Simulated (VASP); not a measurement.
# PbS: single point with PBE

The system is PbS.

```xyz
16
Lattice="8.3969 0.0000 0.0000 0.0000 8.3971 0.0000 0.0000 0.0000 5.9549" Properties=species:S:1:pos:R:3 pbc="T T T"
Pb    0.9993    3.1348    4.5156
Pb    5.1874    3.1767    4.4679
Pb    7.3557    0.9971    1.4790
Pb    3.1825    1.0522    1.4886
Pb    1.0831    7.3453    4.4301
Pb    5.1778    7.3663    4.4925
Pb    7.3965    5.2327    1.4663
Pb    3.2197    5.2660    1.5026
S     7.1896    1.0718    4.4331
S     3.1394    1.3060    4.4804
S     1.0737    3.0483    1.4718
S     5.2848    3.0285    1.4469
S     7.2797    5.1686    4.4850
S     3.2339    5.2400    4.4742
S     0.9807    7.2513    1.4383
S     5.3127    7.5857    1.4420
```

- Program: VASP 6.6.1
- Task: single point
- Functional: PBE
- Potentials or basis: VASP PAW PBE potentials, release 64 (Pb_d, S)
- Cutoff: 520 eV
- k mesh: 2 × 2 × 2
- Occupations: fermi-dirac, width 0.086 eV
- Spin: no spin polarisation
- Dipole correction: no
- Further INCAR settings: LREAL = Auto; ALGO = Normal; EDIFF = 1e-06; NBANDS = 94

```
Pressure               : 3.0 GPa
Largest force          : 0.887 eV/Å
Band gap on the k mesh : 0.35 eV
```

Forces in eV/Å, atoms in the order of the input:
```
Pb  -0.168  0.067 -0.004
Pb   0.356 -0.054  0.001
Pb   0.227  0.292  0.025
Pb  -0.062  0.148  0.010
Pb  -0.204  0.011  0.066
Pb   0.304  0.059  0.024
Pb  -0.032 -0.144  0.001
Pb  -0.115 -0.231 -0.010
S    0.389 -0.226  0.014
S   -0.215 -0.751 -0.032
S    0.195  0.692 -0.039
S   -0.288  0.217  0.016
S    0.262  0.765 -0.022
S   -0.697  0.226 -0.032
S    0.254 -0.211 -0.001
S   -0.207 -0.862 -0.017
```

Stress tensor (GPa, compression positive):
```
 1.75  0.23 -0.03
 0.23  1.85  0.06
-0.03  0.06  5.45
```

Levels at points of the mesh, in eV from the valence-band top:
| k point | band 78 | band 79 | band 80 | band 81 | band 82 | band 83 |
| --- | --- | --- | --- | --- | --- | --- |
| (0.00, 0.00, 0.00) | -0.88 | -0.67 | -0.62 | 1.17 | 1.20 | 1.51 |
| (0.50, 0.00, 0.00) | -1.73 | -1.19 | -1.13 | 2.45 | 2.59 | 2.84 |
| (0.00, 0.50, 0.00) | -1.70 | -1.22 | -1.14 | 2.57 | 2.58 | 2.74 |
| (0.50, 0.50, 0.00) | -1.04 | -0.92 | -0.78 | 1.94 | 1.98 | 2.06 |
| (0.00, 0.00, 0.50) | -0.12 | -0.07 | 0.00 | 0.35 | 0.36 | 0.41 |
| (0.50, 0.00, 0.50) | -0.96 | -0.89 | -0.85 | 1.32 | 1.37 | 1.49 |
| (0.00, 0.50, 0.50) | -0.98 | -0.90 | -0.87 | 1.31 | 1.39 | 1.50 |
| (0.50, 0.50, 0.50) | -0.76 | -0.54 | -0.51 | 1.09 | 1.19 | 1.32 |

Wall time 9.7 min on 1 thread of Intel(R) Xeon(R) Platinum 8259CL CPU @ 2.50GHz (Skylake/Cascade Lake), with other jobs on the host, peak memory 0.54 GiB.

Caveat: the k points lie up to 0.53 Å⁻¹ apart; the atoms stand as in a frame of molecular dynamics; spin-orbit coupling is left out, which moves the levels of the heavy elements. A k mesh can miss the band edges.
